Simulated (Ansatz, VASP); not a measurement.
**Si4N: VASP beside Ansatz**

```
Si N
1.0
    -1.99140    3.59727    2.89247
     1.99140   -3.59727    2.89247
     1.99140    3.59727   -2.89247
Si N
4 1
Direct
  0.42656 0.26482 0.16173
  0.10309 0.26482 0.83827
  0.89691 0.73518 0.16173
  0.57344 0.73518 0.83827
  0.00000 0.00000 0.00000
```

Change from the starting cell: species swapped into the CrB4 type (Immm, No. 71).

Alike in both runs: functional PBE; k mesh 6 × 6 × 6; occupations gaussian, width 0.1 eV; no spin polarisation.

Ansatz relaxed the structure, and its values are those at the end. VASP's run is a single point on that final structure, the one shown.

|  | VASP | Ansatz |
| --- | --- | --- |
| version | VASP 6.6.1 | Ansatz 0.2.0 |
| potentials or method | VASP PAW PBE potentials, release 64 (Si, N), cutoff 520 eV | scalar-relativistic, plane waves, PAW |
| valence electrons in the cell | 21 | 21 |

```tsv
	VASP	Ansatz	Ansatz less VASP
gap on the k mesh at the Fermi level (eV)	none	none	-
pressure (GPa)	0.1	0.1	+0.09
rms of the force components (eV/Å)	0.016	0.017	+0.0013
```

A gap of «none» marks a metal or a gap that the smearing closes.
